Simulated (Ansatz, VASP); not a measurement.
**Al2GaP3: VASP beside Ansatz**

```
Al Ga P
1.0
     3.86000    0.00000    0.00000
    -1.93000    3.34286    0.00000
     0.00000    0.00000    9.46000
Al Ga P
2 1 3
Direct
  0.33333 0.66667 0.33330
  0.66667 0.33333 0.66670
  0.00000 0.00000 0.00000
  0.00000 0.00000 0.25000
  0.66667 0.33333 0.91670
  0.33333 0.66667 0.58330
```

Alike in both runs: task relaxation of cell and atoms; functional PBE; k mesh 5 × 5 × 2; occupations gaussian, width 0.2 eV; no spin polarisation.

|  | VASP | Ansatz |
| --- | --- | --- |
| version | VASP 6.6.1 | Ansatz 0.2.0 |
| potentials or method | VASP PAW PBE potentials, release 64 (Al, Ga_d, P), cutoff 600 eV | scalar-relativistic, plane waves, PAW |
| valence electrons in the cell | 34 | 34 |

Ansatz gave:

- gap on the k mesh at the Fermi level, each at its own relaxed structure (eV): 1.82
- relaxed volume (Å³/atom): 20.76
- relaxed cell length with the largest relative difference (Å): 9.498

**Question.** Which values does VASP return?

**Answer.** gap on the k mesh at the Fermi level, each at its own relaxed structure (eV): 1.83; relaxed volume (Å³/atom): 20.88; relaxed cell length with the largest relative difference (Å): 9.533.
